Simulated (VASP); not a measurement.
# H7C16N: single point with LDA

System: H7C16N, a slab with vacuum.

```
H C N
1.0
     5.04874    0.00000    0.00000
     2.52437    4.37234    0.00000
     0.00000    0.00000   16.77643
H C N
7 16 1
Direct
  0.16667 0.16667 0.05961
  0.66667 0.16667 0.05961
  0.16667 0.66667 0.05961
  0.66667 0.66667 0.05961
  0.00703 0.48592 0.34296
  0.50697 0.48612 0.34023
  0.33474 0.83004 0.38240
  0.16667 0.16667 0.12518
  0.66667 0.16667 0.12518
  0.16667 0.66667 0.12518
  0.66667 0.66667 0.12518
  0.83333 0.33333 0.15589
  0.33333 0.33333 0.15589
  0.83333 0.83333 0.15589
  0.33333 0.83333 0.15589
  0.83864 0.33503 0.24739
  0.32633 0.33502 0.24740
  0.82834 0.84330 0.25764
  0.33865 0.82269 0.24205
  0.02793 0.00536 0.27936
  0.46671 0.00536 0.27936
  0.99443 0.51114 0.27764
  0.50499 0.49001 0.27435
  0.23251 0.03441 0.35239
```

| Property | Result |
| --- | --- |
| Program | VASP 6.6.1 |
| Task | single point |
| Functional | LDA |
| Potentials or basis | VASP PAW LDA potentials, release 64 (H, C, N) |
| Cutoff | 520 eV |
| k mesh | 3 × 3 × 1 |
| Occupations | fermi-dirac, width 0.02 eV |
| Spin | no spin polarisation |
| Dipole correction | no |
| Further INCAR settings | LREAL = Auto; ALGO = Normal; EDIFF = 1e-06; NBANDS = 56 |

| Item | Value |
| --- | --- |
| Largest force | 3.375 eV/Å |
| Band gap on the k mesh | 3.04 eV |

Forces on the atoms (eV/Å):
```
H    0.000 -0.040 -0.341
H    0.000  0.027 -0.373
H   -0.114  0.015 -0.353
H    0.114  0.015 -0.353
H    0.000 -0.009  0.055
H    0.000  0.001  0.059
H    0.000 -0.038  0.041
C    0.000  0.083  1.351
C    0.000 -0.074  1.731
C   -0.039 -0.012  1.705
C    0.039 -0.012  1.704
C    0.318 -0.215 -1.150
C   -0.318 -0.216 -1.150
C   -0.001  1.069  0.255
C    0.000 -0.629 -3.316
C   -0.002 -0.002  0.015
C    0.003  0.000  0.014
C    0.001  0.025  0.012
C   -0.001 -0.028 -0.002
C   -0.052  0.007  0.022
C    0.051  0.006  0.024
C   -0.001  0.002  0.003
C    0.001  0.002  0.010
N    0.003  0.021  0.037
```

Levels at points of the mesh, in eV from the valence-band top:
```
           k point  band 35  band 36  band 37  band 38  band 39  band 40  band 41  band 42
(0.00, 0.00, 0.00)    -1.38    -0.53    -0.04     0.00     3.04     3.52     4.49     4.98
```

Run time: 2.2 min on 1 thread of Intel(R) Xeon(R) 6975P-C (Granite Rapids), with other jobs on the host, peak memory 0.38 GiB.

Caveat: the k points lie up to 0.48 Å⁻¹ apart.
